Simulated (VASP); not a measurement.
# TeW (Fm-3m) in VASP: further runs

The runs below take TeW through single point, with PBEsol.

All numbers are computed with VASP 6.6.1; they aren't measurements. Logs are shortened: lines on timing, memory, paths and dates and some standing lists are left out, and cuts for length are marked.

### 1 The cell of the first run

It takes space group Fm-3m (No. 225, cubic). Conventional cell: a = 5.481 Å, b = 5.481 Å, c = 5.481 Å, α = 90.00°, β = 90.00°, γ = 90.00°. Within 3.6 Å of W (site symmetry m-3m) lie 6 Te at 2.74 Å. Within 3.6 Å of Te (site symmetry m-3m) lie 6 W at 2.74 Å.

### 2 Single point, PBEsol, collinear spin

INCAR reads:

```
PREC = Accurate
ENCUT = 520
EDIFF = 1E-6
ISMEAR = 0
SIGMA = 0.1
LREAL = False
LASPH = True
NELM = 150
ALGO = Normal
ISIF = 2
LWAVE = False
LCHARG = False
ISPIN = 2
MAGMOM = 1 0
LORBIT = 11
LMAXMIX = 4
GGA = PS
NBANDS = 21
```

KPOINTS reads:

```
regular mesh
0
Gamma
  6 6 6
```

POSCAR reads:

```
TeW
1.0
    0.0000000000      2.7406921582      2.7406921582
    2.7406921582      0.0000000000      2.7406921582
    2.7406921582      2.7406921582      0.0000000000
W Te
1 1
Direct
    0.0000000000      0.0000000000      0.0000000000
    0.5000000000      0.5000000000      0.5000000000
```

Potentials or basis: VASP PAW PBE potentials, release 64 (W_sv, Te).

Run with:

```bash
cat potpaw_PBE.64/W_sv/POTCAR potpaw_PBE.64/Te/POTCAR > POTCAR
mpirun -np 1 vasp_std > vasp.out
```

OUTCAR:

```text
PREC = Accurate
   ENCUT = 520
   EDIFF = 1E-6
   ISMEAR = 0
   LREAL = False
   LASPH = True
   NELM = 150
   ISIF = 2
   ISPIN = 2
   LORBIT = 11
   GGA = PS

 ion  position               nearest neighbor table
   1  0.000  0.000  0.000-   2 2.74   2 2.74   2 2.74   2 2.74   2 2.74   2 2.74
   2  0.500  0.500  0.500-   1 2.74   1 2.74   1 2.74   1 2.74   1 2.74   1 2.74

  LATTYP: Found a face centered cubic cell.
 ALAT       =     5.4813843164

  Lattice vectors:

 A1 = (   0.0000000000,   2.7406921582,   2.7406921582)
 A2 = (   2.7406921582,   0.0000000000,   2.7406921582)
 A3 = (   2.7406921582,   2.7406921582,   0.0000000000)

Analysis of symmetry for initial positions (statically):
=====================================================================
 Subroutine PRICEL returns:
 Original cell was already a primitive cell.

 Routine SETGRP: Setting up the symmetry group for a
 face centered cubic supercell.

 Subroutine GETGRP returns: Found 48 space group operations
 (whereof 48 operations were pure point group operations)
 out of a pool of 48 trial point group operations.

The static configuration has the point symmetry O_h .

Analysis of symmetry for dynamics (positions and initial velocities):
=====================================================================
 Subroutine PRICEL returns:
 Original cell was already a primitive cell.

 Routine SETGRP: Setting up the symmetry group for a
 face centered cubic supercell.

 Subroutine GETGRP returns: Found 48 space group operations
 (whereof 48 operations were pure point group operations)
 out of a pool of 48 trial point group operations.

The dynamic configuration has the point symmetry O_h .

Analysis of structural, dynamic, and magnetic symmetry:
=====================================================================
 Subroutine PRICEL returns:
 Original cell was already a primitive cell.

 Routine SETGRP: Setting up the symmetry group for a
 face centered cubic supercell.

 Subroutine GETGRP returns: Found 48 space group operations
 (whereof 48 operations were pure point group operations)
 out of a pool of 48 trial point group operations.

The overall configuration has the point symmetry O_h .

 Subroutine INISYM returns: Found 48 space group operations
 (whereof 48 operations are pure point group operations),
 and found     1 'primitive' translations

----------------------------------------------------------------------------------------

                                     Primitive cell

  volume of cell :      41.1728

  direct lattice vectors                    reciprocal lattice vectors
     0.000000000  2.740692158  2.740692158    -0.182435666  0.182435666  0.182435666
     2.740692158  0.000000000  2.740692158     0.182435666 -0.182435666  0.182435666
     2.740692158  2.740692158  0.000000000     0.182435666  0.182435666 -0.182435666

  length of vectors
     3.875924020  3.875924020  3.875924020     0.315987843  0.315987843  0.315987843

  position of ions in fractional coordinates (direct lattice)
     0.000000000  0.000000000  0.000000000
     0.500000000  0.500000000  0.500000000

  ion indices of the primitive-cell ions
   primitive index   ion index
                 1           1
                 2           2

----------------------------------------------------------------------------------------

 KPOINTS: regular mesh

Automatic generation of k-mesh.
 Grid dimensions read from file:
 generate k-points for:    6    6    6

 Generating k-lattice:

  Cartesian coordinates                     Fractional coordinates (reciprocal lattice)
    -0.030405944  0.030405944  0.030405944     0.166666667  0.000000000  0.000000000
     0.030405944 -0.030405944  0.030405944     0.000000000  0.166666667  0.000000000
     0.030405944  0.030405944 -0.030405944     0.000000000  0.000000000  0.166666667

  Length of vectors
     0.052664641  0.052664641  0.052664641

  Shift w.r.t. Gamma in fractional coordinates (k-lattice)
     0.000000000  0.000000000  0.000000000

 Subroutine IBZKPT returns following result:
 ===========================================

 Found     16 irreducible k-points:

 Following reciprocal coordinates:
            Coordinates               Weight
  0.000000  0.000000  0.000000      1.000000
  0.166667  0.000000  0.000000      8.000000
  0.333333  0.000000  0.000000      8.000000
  0.500000  0.000000  0.000000      4.000000
  0.166667  0.166667  0.000000      6.000000
  0.333333  0.166667  0.000000     24.000000
[... 8 lines left out ...]
 -0.333333  0.333333  0.166667     24.000000
 -0.333333  0.500000  0.166667     12.000000
   k-points           NKPTS =     16   k-points in BZ     NKDIM =     16   number of bands    NBANDS=     21
   number of dos      NEDOS =    301   number of ions     NIONS =      2
   total plane-waves  NPLWV =  27000
   dimension x,y,z NGX =    30 NGY =   30 NGZ =   30
   dimension x,y,z NGXF=    60 NGYF=   60 NGZF=   60
   ions per type =               1   1
   NGX,Y,Z   is equivalent  to a cutoff of  12.87, 12.87, 12.87 a.u.
   NGXF,Y,Z  is equivalent  to a cutoff of  25.74, 25.74, 25.74 a.u.
 SYSTEM =  unknown system
   PREC   = accura    normal or accurate (medium, high low for compatibility)
   ISTART =      0    job   : 0-new  1-cont  2-samecut
   ICHARG =      2    charge: 1-file 2-atom 10-const
   ISPIN  =      2    spin polarized calculation?
   LNONCOLLINEAR =      F non collinear calculations
   LSORBIT =      F    spin-orbit coupling
   LASPH  =      T    aspherical Exc in radial PAW
   ENCUT  =  520.0 eV  38.22 Ry    6.18 a.u.   7.21  7.21  7.21*2*pi/ulx,y,z
   NELM   =    150;   NELMIN=  2; NELMDL= -5     # of ELM steps
   EDIFF  = 0.1E-05   stopping-criterion for ELM
   LREAL  =      F    real-space projection
   EDIFFG = 0.1E-04   stopping-criterion for IOM
   NSW    =      0    number of steps for IOM
   IBRION =     -1    ionic relax: 0-MD 1-quasi-New 2-CG
   NFREE  =      0    steps in history (QN), initial steepest desc. (CG)
   ISIF   =      2    stress and relaxation
   ISYM   =      2    0-nonsym 1-usesym 2-fastsym
   POTIM  = 0.5000    time-step for ionic-motion
   TEBEG  =    0.0;   TEEND  =   0.0 temperature during run
   PSTRESS=    0.0 pullay stress
   NELECT =      20.0000    total number of electrons
   NUPDOWN=      -1.0000    fix difference up-down
   EMIN   =  10.00;   EMAX   =-10.00  energy-range for DOS
   EFERMI =   0.00;   METHOD = LEGACY
   ISMEAR =     0;   SIGMA  =   0.10  broadening in eV -4-tet -1-fermi 0-gaus
   EFERMI_NEDOS =   21; number of points for ismear=-14 and -15
   IALGO  =     38    algorithm
   IMIX   =      4    mixing-type and parameters
     AMIX     =   0.40;   BMIX     =  1.00
     AMIX_MAG =   1.60;   BMIX_MAG =  1.00
  volume/ion in A,a.u.               =      20.59       138.92
  Fermi-wavevector in a.u.,A,eV,Ry     =   1.286909  2.431906 22.533089  1.656135
  Thomas-Fermi vector in A             =   2.418955
   LORBIT       =     11    0 simple, 1 ext, 2 COOP (PROOUT), +10 PAW based schemes
   GGA     = PS    functional components
   LHFCALC =     F    Hartree Fock is set to
   AEXX    =    0.0000 exact exchange contribution
   IVDW    =     0    specifies the selected vdW correction
   LEPSILON=     F    determine dielectric tensor
   LRPA    =     F    only Hartree local field effects (RPA)
 spin polarized calculation
 Gauss-broadening in eV      SIGMA  =   0.10
  energy-cutoff  :      520.00
  volume of cell :       41.17
 maximum number of plane-waves:      1125
 NGX is ok and might be reduce to    30
   NGX = 15   NGY = 15   NGZ = 15

 number of electron      20.0000001 magnetization       0.8278575

 Free energy of the ion-electron system (eV)
  ---------------------------------------------------
  ext. energy  EPLUGINS =         0.00000000
  ---------------------------------------------------
  free energy    TOTEN  =       -14.40034932 eV

  energy without entropy =      -14.37903070  energy(sigma->0) =      -14.38969001

 E-fermi :  10.6059     XC(G=0): -11.8477

 val. band max:       10.5975386539   @ k =   0.5000   0.0000   0.0000
 cond. band min:      10.6189514142   @ k =  -0.1667   0.1667   0.0000
 fundamental gap:      0.0214127602
 Fermi energy:        10.6059093702

 spin component 1

 k-point     1 :       0.0000    0.0000    0.0000
  band No.  band energies     occupation
      1     -63.6200      1.00000
      2     -27.9372      1.00000
      3     -27.9372      1.00000
      4     -27.9372      1.00000
      5      -4.1420      1.00000
      6       8.5600      1.00000
[... 13 lines left out ...]
     20      22.1639      0.00000
     21      22.1639      0.00000

 k-point     2 :       0.1667    0.0000    0.0000
  band No.  band energies     occupation
      1     -63.6198      1.00000
      2     -27.9513      1.00000
      3     -27.9376      1.00000
      4     -27.9376      1.00000
      5      -3.7422      1.00000
      6       6.4490      1.00000
[... 13 lines left out ...]
     20      22.7425      0.00000
     21      24.0906      0.00000

 k-point     3 :       0.3333    0.0000    0.0000
  band No.  band energies     occupation
      1     -63.6191      1.00000
      2     -27.9792      1.00000
      3     -27.9383      1.00000
      4     -27.9383      1.00000
      5      -2.6985      1.00000
      6       3.7211      1.00000
[... 13 lines left out ...]
     20      22.5598      0.00000
     21      26.2838      0.00000
[... 265 lines left out ...]
 k-point    15 :      -0.3333    0.3333    0.1667
  band No.  band energies     occupation
      1     -63.6184      1.00000
      2     -27.9789      1.00000
      3     -27.9628      1.00000
      4     -27.9485      1.00000
      5      -1.9526      1.00000
      6       3.6449      1.00000
[... 13 lines left out ...]
     20      25.6250      0.00000
     21      25.6345      0.00000

 k-point    16 :      -0.3333    0.5000    0.1667
  band No.  band energies     occupation
      1     -63.6182      1.00000
      2     -27.9777      1.00000
      3     -27.9639      1.00000
      4     -27.9557      1.00000
      5      -2.0609      1.00000
      6       4.5889      1.00000
[... 13 lines left out ...]
     20      24.0230      0.00000
     21      26.4137      0.00000
 Fermi energy:        10.6059093702

 spin component 2

 k-point     1 :       0.0000    0.0000    0.0000
  band No.  band energies     occupation
      1     -63.3235      1.00000
      2     -27.5393      1.00000
      3     -27.5393      1.00000
      4     -27.5393      1.00000
      5      -4.0624      1.00000
      6       9.0056      1.00000
[... 13 lines left out ...]
     20      22.3562      0.00000
     21      22.3562      0.00000

 k-point     2 :       0.1667    0.0000    0.0000
  band No.  band energies     occupation
      1     -63.3233      1.00000
      2     -27.5535      1.00000
      3     -27.5397      1.00000
      4     -27.5397      1.00000
      5      -3.6684      1.00000
      6       6.6280      1.00000
[... 13 lines left out ...]
     20      22.9488      0.00000
     21      24.2883      0.00000

 k-point     3 :       0.3333    0.0000    0.0000
  band No.  band energies     occupation
      1     -63.3226      1.00000
      2     -27.5816      1.00000
      3     -27.5404      1.00000
      4     -27.5404      1.00000
      5      -2.6451      1.00000
      6       3.8851      1.00000
[... 13 lines left out ...]
     20      22.7245      0.00000
     21      26.4107      0.00000
[... 265 lines left out ...]
 k-point    15 :      -0.3333    0.3333    0.1667
  band No.  band energies     occupation
      1     -63.3219      1.00000
      2     -27.5812      1.00000
      3     -27.5649      1.00000
      4     -27.5506      1.00000
      5      -1.9126      1.00000
      6       3.8153      1.00000
[... 13 lines left out ...]
     20      25.7861      0.00000
     21      25.8279      0.00000

 k-point    16 :      -0.3333    0.5000    0.1667
  band No.  band energies     occupation
      1     -63.3217      1.00000
      2     -27.5800      1.00000
      3     -27.5661      1.00000
      4     -27.5578      1.00000
      5      -2.0123      1.00000
      6       4.6978      1.00000
[... 13 lines left out ...]
     20      24.0524      0.00000
     21      26.5786      0.00000

------------------------ aborting loop because EDIFF is reached ----------------------------------------

  FORCE on cell =-STRESS in cart. coord.  units (eV):
  Direction    XX          YY          ZZ          XY          YZ          ZX
  --------------------------------------------------------------------------------------
  -------------------------------------------------------------------------------------
  Total        0.9749710      0.9749710      0.9749710      0.0000000      0.0000000      0.0000000
  in kB       37.9394905     37.9394905     37.9394905      0.0000000      0.0000000      0.0000000
  external PRESSURE =      37.9394905 kB  Pullay stress =       0.0000000 kB

 VOLUME and BASIS-vectors are now :
 -----------------------------------------------------------------------------
  energy-cutoff  :      520.00
  volume of cell :       41.17
      direct lattice vectors                 reciprocal lattice vectors
     0.000000000  2.740692158  2.740692158    -0.182435666  0.182435666  0.182435666
     2.740692158  0.000000000  2.740692158     0.182435666 -0.182435666  0.182435666
     2.740692158  2.740692158  0.000000000     0.182435666  0.182435666 -0.182435666

 POSITION                                       TOTAL-FORCE (eV/Angst)
 -----------------------------------------------------------------------------------
      0.00000      0.00000      0.00000         0.000000     -0.000000     -0.000000
      2.74069      2.74069      2.74069        -0.000000      0.000000      0.000000
 -----------------------------------------------------------------------------------
    total drift:                               -0.000000      0.000000      0.000000

  FREE ENERGIE OF THE ION-ELECTRON SYSTEM (eV)
  ---------------------------------------------------
  free  energy   TOTEN  =       -14.4003493210 eV

  energy  without entropy=      -14.3790307000  energy(sigma->0) =      -14.38969001

 total charge

# of ion       s       p       d       tot
------------------------------------------
    1        2.341   6.138   3.559  12.038
    2        1.327   2.015   0.162   3.504
--------------------------------------------------
tot          3.668   8.153   3.721  15.542

 magnetization (x)

# of ion       s       p       d       tot
------------------------------------------
    1        0.042   0.005   0.636   0.683
    2        0.003  -0.024   0.010  -0.010
--------------------------------------------------
tot          0.045  -0.019   0.647   0.673
```

It took 16 s on 1 thread of Intel Xeon 6975P-C (Granite Rapids), shared host; peak memory 0.19 GiB.

What came out:

```yaml
Free_energy: -14.4003 eV
Pressure: 3.8 GPa
Net_moment: 0.83 μB per cell
Site_moments: W +0.68; Te -0.01 μB
Valence_electrons_inside_the_program's_atomic_spheres: W 12.04; Te 3.50
```

Caveat: the cell stands under pressure; the PAW data sets were made with another functional, which shifts forces and pressure a little; spin-orbit coupling is left out, which moves the levels of the heavy elements.

### 3 Single point, PBEsol

This run uses another cell than the first one, of 21.05 Å³/atom.

INCAR reads:

```
SYSTEM = TeW
PREC = Accurate
ENCUT = 520
EDIFF = 1E-6
ISMEAR = 0
SIGMA = 0.1
LREAL = .False.
LASPH = .True.
NELM = 60
ALGO = Normal
ISIF = 2
LWAVE = .False.
LCHARG = .False.
GGA = PS
NBANDS = 17
```

KPOINTS reads:

```
regular mesh
0
Gamma
  14 14 14
  0 0 0
```

POSCAR reads:

```
TeW
1.0
    0.0000000000      2.7609738441      2.7609738441
    2.7609738441      0.0000000000      2.7609738441
    2.7609738441      2.7609738441      0.0000000000
W Te
1 1
Direct
    0.0000000000      0.0000000000      0.0000000000
    0.5000000000      0.5000000000      0.5000000000
```

Potentials or basis: VASP PAW PBE potentials, release 64 (W_sv, Te).

Run with:

```bash
cat potpaw_PBE.64/W_sv/POTCAR potpaw_PBE.64/Te/POTCAR > POTCAR
mpirun -np 1 vasp_std > vasp.out
```

OUTCAR:

```text
SYSTEM = TeW
   PREC = Accurate
   ENCUT = 520
   EDIFF = 1E-6
   ISMEAR = 0
   LREAL = .False.
   LASPH = .True.
   NELM = 60
   ISIF = 2
   GGA = PS

 ion  position               nearest neighbor table
   1  0.000  0.000  0.000-   2 2.76   2 2.76   2 2.76   2 2.76   2 2.76   2 2.76
   2  0.500  0.500  0.500-   1 2.76   1 2.76   1 2.76   1 2.76   1 2.76   1 2.76

  LATTYP: Found a face centered cubic cell.
 ALAT       =     5.5219476882

  Lattice vectors:

 A1 = (   0.0000000000,   2.7609738441,   2.7609738441)
 A2 = (   2.7609738441,   0.0000000000,   2.7609738441)
[... 667 lines left out ...]

  FORCE on cell =-STRESS in cart. coord.  units (eV):
  Direction    XX          YY          ZZ          XY          YZ          ZX
  --------------------------------------------------------------------------------------
  -------------------------------------------------------------------------------------
  Total        0.0490721      0.0490721      0.0490721      0.0000000      0.0000000     -0.0000000
  in kB        1.8677925      1.8677925      1.8677925      0.0000000      0.0000000     -0.0000000
  external PRESSURE =       1.8677925 kB  Pullay stress =       0.0000000 kB

 VOLUME and BASIS-vectors are now :
 -----------------------------------------------------------------------------
  energy-cutoff  :      520.00
  volume of cell :       42.09
      direct lattice vectors                 reciprocal lattice vectors
     0.000000000  2.760973844  2.760973844    -0.181095522  0.181095522  0.181095522
     2.760973844  0.000000000  2.760973844     0.181095522 -0.181095522  0.181095522
     2.760973844  2.760973844  0.000000000     0.181095522  0.181095522 -0.181095522

 POSITION                                       TOTAL-FORCE (eV/Angst)
 -----------------------------------------------------------------------------------
      0.00000      0.00000      0.00000        -0.000000     -0.000000      0.000000
      2.76097      2.76097      2.76097         0.000000      0.000000     -0.000000
 -----------------------------------------------------------------------------------
    total drift:                               -0.000000      0.000000      0.000000

  FREE ENERGIE OF THE ION-ELECTRON SYSTEM (eV)
  ---------------------------------------------------
  free  energy   TOTEN  =       -14.3783706216 eV

  energy  without entropy=      -14.3567898286  energy(sigma->0) =      -14.36758023
```

stdout:

```text
POSCAR found type information on POSCAR W Te
 POSCAR found :  2 types and       2 ions
 scaLAPACK will be used
 -----------------------------------------------------------------------------
|                                                                             |
|                                                                             |
|     You enforced a specific xc type in the INCAR file but a different       |
|     I HOPE YOU KNOW WHAT YOU ARE DOING!                                     |
|                                                                             |
 -----------------------------------------------------------------------------

 LDA part: xc-table for (Slater+PW92), standard interpolation
 POSCAR, INCAR and KPOINTS ok, starting setup
 FFT: planning ... GRIDC
 FFT: planning ... GRID_SOFT
 FFT: planning ... GRID
 WAVECAR not read
 entering main loop
```

It took 28 s on 1 thread of Intel Xeon 6975P-C (Granite Rapids), shared host; peak memory 0.22 GiB.

Results:

| Item | Value |
| --- | --- |
| Free energy | -14.3784 eV |
| Pressure | 0.2 GPa |
| Band gap on the k mesh | zero (bands 10 and 11 overlap by 1.64 eV) |

Caveat: the PAW data sets were made with another functional, which shifts forces and pressure a little; spin-orbit coupling is left out, which moves the levels of the heavy elements.
